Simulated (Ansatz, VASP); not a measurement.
## One calculation of CaMg, two programs

Contents of INCAR:

```
ALGO     = Fast           # electronic algorithm
EDIFF    = 1E-6           # SCF threshold, eV
ENCUT    = 520            # plane-wave cutoff, eV
ISIF     = 2              # what is computed and relaxed
ISMEAR   = 0              # smearing method
LASPH    = T              # aspherical terms in the spheres
LCHARG   = F              # write CHGCAR
LREAL    = F              # projectors in reciprocal space
LWAVE    = F              # write WAVECAR
NBANDS   = 13             # bands
NELM     = 80             # most SCF steps
PREC     = Accurate       # precision mode
SIGMA    = 0.15           # smearing width, eV
```

File KPOINTS:

```
k-points
0
Gamma
  12 12 12
```

Contents of POSCAR:

```
CaMg
1.0
    3.3712173000      0.0000000000      0.0000000000
    0.0000000000      4.5610587000      0.0000000000
    0.0000000000      0.0000000000      3.9661380000
Ca Mg
1 1
Direct
    0.0000000000      0.0000000000      0.0000000000
    0.5000000000      0.5000000000      0.5000000000
```

Input for Ansatz:

```yaml
crystal:
  lattice:
    - [3.3712173, 0.0, 0.0]
    - [0.0, 4.5610587, 0.0]
    - [0.0, 0.0, 3.966138]
  atoms:
    - { symbol: Ca, position: [0.0, 0.0, 0.0] }
    - { symbol: Mg, position: [0.5, 0.5, 0.5] }
basis:
  ecutwfc: 420
kpoints:
  mp_grid: { grid: [12, 12, 12] }
hamiltonian:
  xc: lda
scf:
  occupations: { method: gaussian, width: 0.15 }
output:
  forces: true
  stress: true
  eigenvalues: true
```

Change from the starting cell: strain -0.1500 x Voigt [1, -1, 0, 0, 0, 0], atoms carried along.

Alike in both runs: task single point; functional LDA; k mesh 12 × 12 × 12; occupations gaussian, width 0.15 eV; no spin polarisation.

|  | VASP | Ansatz |
| --- | --- | --- |
| version | VASP 6.6.1 | Ansatz 0.2.0 |
| potentials or method | VASP PAW LDA potentials, release 64 (Ca_sv, Mg), cutoff 520 eV | scalar-relativistic, plane waves, PAW |
| valence electrons in the cell | 12 | 20 |

Ansatz gave:

* gap on the k mesh at the Fermi level (eV): none
* pressure (GPa): -1.3
* traceless stress, the component that is largest in VASP (GPa): 3.15

Task: Which values does VASP return?

Result: gap on the k mesh at the Fermi level (eV): none; pressure (GPa): -1.5; traceless stress, the component that is largest in VASP (GPa): 3.18.

LDA's correlation is that of Perdew and Zunger in VASP and of Perdew and Wang (1992) in Ansatz. A gap of «none» marks a metal or a gap that the smearing closes. VASP's potentials hold 12 valence electrons a cell and Ansatz's 20, so a difference there can come from the potentials and not from the codes.
